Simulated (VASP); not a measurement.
# Mg2O3 (R-3c) in VASP: notebook

The runs below take Mg2O3 through single point, with PBE.

Everything below comes from runs of VASP 6.6.1. Logs are shortened: lines on timing, memory, paths and dates and some standing lists are left out, and cuts for length are marked.

### Step 1. The cell of the first run

The structure is trigonal, space group R-3c (No. 167). The conventional cell has a = 5.287 Å, b = 5.287 Å, c = 13.897 Å, α = 90.00°, β = 90.00°, γ = 120.00°. Within 2.7 Å of Mg (site symmetry 3) lie 6 O at 2.03 to 2.17 Å. O (site symmetry 2) has 4 Mg at 2.03 to 2.17 Å within 2.7 Å.

### Step 2. Single point, PBE, collinear spin, ferromagnetic start

Input file INCAR:

```
SYSTEM = Mg2O3
  PREC = Accurate
  ENCUT = 520
  EDIFF = 1E-7
  ISMEAR = 0
  SIGMA = 0.1
  LREAL = .False.
  LASPH = .True.
  NELM = 150
  ALGO = Normal
  ISIF = 2
  LWAVE = .False.
  LCHARG = .False.
  ISPIN = 2
  MAGMOM = 0 0 0 0 0.67 0.67 0.67 0.67 0.67 0.67
  LORBIT = 11
  GGA = PE
  NBANDS = 37
```

Input file KPOINTS:

```
regular mesh
0
Gamma
  6 6 6
  0 0 0
```

Input file POSCAR:

```
Mg2O3
1.0
    2.6434242188      1.5261816843      4.6324544264
   -2.6434242188      1.5261816843      4.6324544264
    0.0000000000     -3.0523633687      4.6324544264
Mg O
4 6
Direct
    0.8515930266      0.8515930266      0.8515930266
    0.6484069734      0.6484069734      0.6484069734
    0.1484069734      0.1484069734      0.1484069734
    0.3515930266      0.3515930266      0.3515930266
    0.0626414783      0.4373585217      0.7500000000
    0.7500000000      0.0626414783      0.4373585217
    0.4373585217      0.7500000000      0.0626414783
    0.9373585217      0.5626414783      0.2500000000
    0.2500000000      0.9373585217      0.5626414783
    0.5626414783      0.2500000000      0.9373585217
```

Potentials or basis: VASP PAW PBE potentials, release 64 (Mg, O).

Started as:

```
$ cat potpaw_PBE.64/Mg/POTCAR potpaw_PBE.64/O/POTCAR > POTCAR
$ mpirun -np 1 vasp_std > vasp.out
```

OUTCAR:

```text
SYSTEM = Mg2O3
   PREC = Accurate
   ENCUT = 520
   EDIFF = 1E-7
   ISMEAR = 0
   LREAL = .False.
   LASPH = .True.
   NELM = 150
   ISIF = 2
   ISPIN = 2
   LORBIT = 11
   GGA = PE

 ion  position               nearest neighbor table
   1  0.852  0.852  0.852-  10 2.03   9 2.03   8 2.03   5 2.17   7 2.17   6 2.17   2 2.82   3 3.09
                             3 3.09   3 3.09   2 3.55   2 3.55   2 3.55
   2  0.648  0.648  0.648-   9 2.03  10 2.03   8 2.03   5 2.17   6 2.17   7 2.17   1 2.82   4 3.09
                             4 3.09   4 3.09   1 3.55   1 3.55   1 3.55
   3  0.148  0.148  0.148-   7 2.03   6 2.03   5 2.03   8 2.17  10 2.17   9 2.17   4 2.82   1 3.09
                             1 3.09   1 3.09   4 3.55   4 3.55   4 3.55
   4  0.352  0.352  0.352-   6 2.03   7 2.03   5 2.03   8 2.17   9 2.17  10 2.17   3 2.82   2 3.09
                             2 3.09   2 3.09   3 3.55   3 3.55   3 3.55
   5  0.063  0.437  0.750-   3 2.03   4 2.03   1 2.17   2 2.17
   6  0.750  0.063  0.437-   4 2.03   3 2.03   2 2.17   1 2.17
   7  0.437  0.750  0.063-   3 2.03   4 2.03   1 2.17   2 2.17
   8  0.937  0.563  0.250-   1 2.03   2 2.03   3 2.17   4 2.17
   9  0.250  0.937  0.563-   2 2.03   1 2.03   4 2.17   3 2.17
  10  0.563  0.250  0.937-   1 2.03   2 2.03   3 2.17   4 2.17

  LATTYP: Found a trigonal (rhomboedric) cell.
 ALAT       =     5.5476622236
 COS(alpha) =     0.5459081538

  Lattice vectors:

 A1 = (   2.6434242188,   1.5261816843,   4.6324544264)
 A2 = (  -2.6434242188,   1.5261816843,   4.6324544264)
 A3 = (   0.0000000000,  -3.0523633687,   4.6324544264)

Analysis of symmetry for initial positions (statically):
=====================================================================
 Subroutine PRICEL returns:
 Original cell was already a primitive cell.

 Routine SETGRP: Setting up the symmetry group for a
 trigonal (rhombohedral) supercell.

 Subroutine GETGRP returns: Found 12 space group operations
 (whereof  6 operations were pure point group operations)
 out of a pool of 12 trial point group operations.

The static configuration has the point symmetry S_6 .
 The point group associated with its full space group is D_3d.

Analysis of symmetry for dynamics (positions and initial velocities):
=====================================================================
 Subroutine PRICEL returns:
 Original cell was already a primitive cell.

 Routine SETGRP: Setting up the symmetry group for a
 trigonal (rhombohedral) supercell.

 Subroutine GETGRP returns: Found 12 space group operations
 (whereof  6 operations were pure point group operations)
 out of a pool of 12 trial point group operations.

The dynamic configuration has the point symmetry S_6 .
 The point group associated with its full space group is D_3d.
[... 184 lines left out ...]
 Fermi energy:         0.9085055815

 spin component 1

 k-point     1 :       0.0000    0.0000    0.0000
  band No.  band energies     occupation
      1     -16.5753      1.00000
      2     -15.3972      1.00000
      3     -15.3972      1.00000
      4     -15.3906      1.00000
      5     -15.3100      1.00000
      6     -15.3100      1.00000
[... 877 lines left out ...]
     33      13.5675      0.00000
     34      13.9394      0.00000

 [... further k-points ...]

 spin component 2

 k-point     1 :       0.0000    0.0000    0.0000
  band No.  band energies     occupation
      1     -15.6299      1.00000
      2     -14.3413      1.00000
      3     -14.3413      1.00000
      4     -14.3412      1.00000
      5     -14.2327      1.00000
      6     -14.2327      1.00000
[... 877 lines left out ...]
     33      13.8655      0.00000
     34      14.2191      0.00000

 [... further k-points ...]

 [bands above 34 left out]

------------------------ aborting loop because EDIFF is reached ----------------------------------------

  FORCE on cell =-STRESS in cart. coord.  units (eV):
  Direction    XX          YY          ZZ          XY          YZ          ZX
  --------------------------------------------------------------------------------------
  -------------------------------------------------------------------------------------
  Total       -0.4618211     -0.4618211     -0.3336727      0.0000000      0.0000000      0.0000000
  in kB       -6.5985546     -6.5985546     -4.7675552      0.0000000      0.0000000      0.0000000
  external PRESSURE =      -5.9882215 kB  Pullay stress =       0.0000000 kB

 VOLUME and BASIS-vectors are now :
 -----------------------------------------------------------------------------
  energy-cutoff  :      520.00
  volume of cell :      112.13
      direct lattice vectors                 reciprocal lattice vectors
     2.643424219  1.526181684  4.632454426     0.189148604  0.109204997  0.071956096
    -2.643424219  1.526181684  4.632454426    -0.189148604  0.109204997  0.071956096
     0.000000000 -3.052363369  4.632454426     0.000000000 -0.218409995  0.071956096

 POSITION                                       TOTAL-FORCE (eV/Angst)
 -----------------------------------------------------------------------------------
      0.00000     -0.00000     11.83490         0.000000      0.000000     -0.011964
      0.00000     -0.00000      9.01115         0.000000     -0.000000      0.011964
      0.00000     -0.00000      2.06247         0.000000     -0.000000      0.011964
      0.00000     -0.00000      4.88622         0.000000      0.000000     -0.011964
     -0.99054     -1.52618      5.79057         0.005944     -0.000000     -0.000000
      1.81698     -0.09474      5.79057        -0.002972      0.005147     -0.000000
     -0.82644      1.62092      5.79057        -0.002972     -0.005147     -0.000000
      0.99054      1.52618      8.10680        -0.005944     -0.000000     -0.000000
     -1.81698      0.09474      8.10680         0.002972     -0.005147     -0.000000
      0.82644     -1.62092      8.10680         0.002972      0.005147     -0.000000
 -----------------------------------------------------------------------------------
    total drift:                               -0.000000      0.000000      0.000000

  FREE ENERGIE OF THE ION-ELECTRON SYSTEM (eV)
  ---------------------------------------------------
  free  energy   TOTEN  =       -52.9345629585 eV

  energy  without entropy=      -52.9146968128  energy(sigma->0) =      -52.92462989

 total charge

# of ion       s       p       d       tot
------------------------------------------
    1        0.144   0.166   0.071   0.381
    2        0.144   0.166   0.071   0.381
    3        0.144   0.166   0.071   0.381
    4        0.144   0.166   0.071   0.381
    5        1.573   3.363   0.000   4.936
    6        1.573   3.363   0.000   4.936
    7        1.573   3.363   0.000   4.936
    8        1.573   3.363   0.000   4.936
    9        1.573   3.363   0.000   4.936
   10        1.573   3.363   0.000   4.936
--------------------------------------------------
tot         10.014  20.843   0.282  31.140

 magnetization (x)

# of ion       s       p       d       tot
------------------------------------------
    1       -0.005  -0.002   0.003  -0.005
    2       -0.005  -0.002   0.003  -0.005
    3       -0.005  -0.002   0.003  -0.005
    4       -0.005  -0.002   0.003  -0.005
    5        0.007   0.545   0.000   0.552
    6        0.007   0.545   0.000   0.552
    7        0.007   0.545   0.000   0.552
    8        0.007   0.545   0.000   0.552
    9        0.007   0.545   0.000   0.552
   10        0.007   0.545   0.000   0.552
--------------------------------------------------
tot          0.021   3.259   0.011   3.292
```

Wall time 6.5 min (1 thread of Intel Xeon 6975P-C, shared host); peak memory 0.42 GiB.

What came out:

```
Free energy                                           : -52.9346 eV
Pressure                                              : -0.6 GPa
Largest force                                         : 0.012 eV/Å
Band gap on the k mesh                                : zero (filled and empty bands overlap)
Net moment                                            : 4.00 μB per cell
Site moments                                          : Mg -0.01; O +0.55 μB
Valence electrons inside the program's atomic spheres : Mg 0.38; O 4.94
```

Forces on the atoms (eV/Å):
```
Mg   0.000  0.000 -0.012
Mg   0.000  0.000  0.012
Mg   0.000  0.000  0.012
Mg   0.000  0.000 -0.012
O    0.006  0.000  0.000
O   -0.003  0.005  0.000
O   -0.003 -0.005  0.000
O   -0.006  0.000  0.000
O    0.003 -0.005  0.000
O    0.003  0.005  0.000
```

Levels at points of the mesh, in eV from the Fermi level:
Spin up:
```tsv
k point	band 20	band 21	band 22	band 23	band 24	band 25	band 26	band 27	band 28	band 29
(0.00, 0.00, 0.00)	-0.98	-0.98	-0.49	-0.49	-0.46	5.74	9.65	11.07	12.11	12.11
(0.50, 0.00, 0.00)	-1.26	-0.91	-0.91	-0.76	-0.76	8.54	8.54	10.41	10.41	11.50
(0.50, 0.50, 0.00)	-1.17	-0.93	-0.85	-0.84	-0.76	8.90	9.24	10.06	10.28	11.00
(0.50, 0.50, 0.50)	-1.61	-0.76	-0.76	-0.76	-0.76	7.98	7.98	11.60	11.60	12.03
```
Spin down:
```
           k point  band 18  band 19  band 20  band 21  band 22  band 23
(0.00, 0.00, 0.00)    -0.23    -0.23     0.50     0.50     0.52     0.52
(0.50, 0.00, 0.00)    -0.39    -0.22    -0.22     0.22     0.22     0.67
(0.50, 0.50, 0.00)    -0.34    -0.22    -0.01     0.02     0.04     0.37
(0.50, 0.50, 0.50)    -0.55    -0.55    -0.55     0.33     0.33     0.33
```

### Step 3. Single point, PBE, collinear spin, ferromagnetic start

This run uses another cell than the first one, of 12.21 Å³/atom, 1.089 times its volume.

Input file INCAR:

```
  PREC = Accurate
  ENCUT = 520
  EDIFF = 1E-6
  ISMEAR = 0
  SIGMA = 0.1
  LREAL = F
  LASPH = T
  NELM = 150
  ALGO = Normal
  ISIF = 2
  LWAVE = F
  LCHARG = F
  ISPIN = 2
  MAGMOM = 0 0 0 0 1 1 1 1 1 1
  LORBIT = 11
  GGA = PE
  NBANDS = 37
```

Input file KPOINTS:

```
Automatic mesh
0
Gamma
  6 6 6
```

Input file POSCAR:

```
Mg2O3
1.0
    2.6850685501      1.5502250502      4.8872279795
   -2.6850685501      1.5502250502      4.8872279795
    0.0000000000     -3.1004501004      4.8872279795
Mg O
4 6
Direct
    0.8521800000      0.8521800000      0.8521800000
    0.6478200000      0.6478200000      0.6478200000
    0.1478200000      0.1478200000      0.1478200000
    0.3521800000      0.3521800000      0.3521800000
    0.0562500000      0.4437500000      0.7500000000
    0.7500000000      0.0562500000      0.4437500000
    0.4437500000      0.7500000000      0.0562500000
    0.9437500000      0.5562500000      0.2500000000
    0.2500000000      0.9437500000      0.5562500000
    0.5562500000      0.2500000000      0.9437500000
```

Potentials or basis: VASP PAW PBE potentials, release 64 (Mg, O).

Started as:

```
$ cat potpaw_PBE.64/Mg/POTCAR potpaw_PBE.64/O/POTCAR > POTCAR
$ mpirun -np 1 vasp_std > vasp.out
```

Run time: 7.5 min. Hardware: 1 thread of Intel Xeon 6975P-C, shared host; peak memory 0.51 GiB.

The run converged. Its results:

| Quantity | Value |
| --- | --- |
| Free energy | -52.6272 eV |
| Pressure | -8.0 GPa |
| Largest force | 0.197 eV/Å |
| Band gap on the k mesh | zero (filled and empty bands overlap) |
| Net moment | 4.00 μB per cell |
| Site moments | Mg -0.01; O +0.55 μB |
| Valence electrons inside the program's atomic spheres | Mg 0.33; O 4.91 |

Forces on the atoms (eV/Å):
```
Mg   0.000  0.000 -0.169
Mg   0.000  0.000  0.169
Mg   0.000  0.000  0.169
Mg   0.000  0.000 -0.169
O    0.197  0.000  0.000
O   -0.098  0.170  0.000
O   -0.098 -0.170  0.000
O   -0.197  0.000  0.000
O    0.098 -0.170  0.000
O    0.098  0.170  0.000
```

Stress tensor (GPa, compression positive):
```
-7.56  0.00  0.00
 0.00 -7.56  0.00
 0.00  0.00 -8.82
```

Levels at points of the mesh, in eV from the Fermi level:
Spin up:
| k point | band 20 | band 21 | band 22 | band 23 | band 24 | band 25 | band 26 | band 27 | band 28 | band 29 |
| --- | --- | --- | --- | --- | --- | --- | --- | --- | --- | --- |
| (0.00, 0.00, 0.00) | -0.90 | -0.90 | -0.60 | -0.53 | -0.53 | 5.04 | 9.14 | 10.45 | 11.26 | 11.26 |
| (0.50, 0.00, 0.00) | -1.23 | -0.91 | -0.91 | -0.82 | -0.82 | 7.77 | 7.77 | 9.75 | 9.75 | 10.76 |
| (0.50, 0.50, 0.00) | -1.19 | -0.90 | -0.90 | -0.85 | -0.85 | 8.16 | 8.38 | 9.42 | 9.61 | 10.07 |
| (0.50, 0.50, 0.50) | -1.59 | -0.72 | -0.72 | -0.72 | -0.72 | 7.25 | 7.25 | 11.05 | 11.05 | 11.34 |
Spin down:
```
           k point  band 16  band 17  band 18  band 19  band 20  band 21  band 22  band 23  band 24  band 25
(0.00, 0.00, 0.00)    -0.33    -0.33    -0.24    -0.24     0.40     0.40     0.51     0.51     0.64     5.30
(0.50, 0.00, 0.00)    -0.69    -0.33    -0.33    -0.24    -0.24     0.16     0.16     0.52     0.52     8.17
(0.50, 0.50, 0.00)    -0.74    -0.34    -0.31    -0.30    -0.06     0.08     0.08     0.20     0.53     8.65
(0.50, 0.50, 0.50)    -0.61    -0.56    -0.56    -0.56    -0.56     0.36     0.36     0.36     0.36     7.67
```
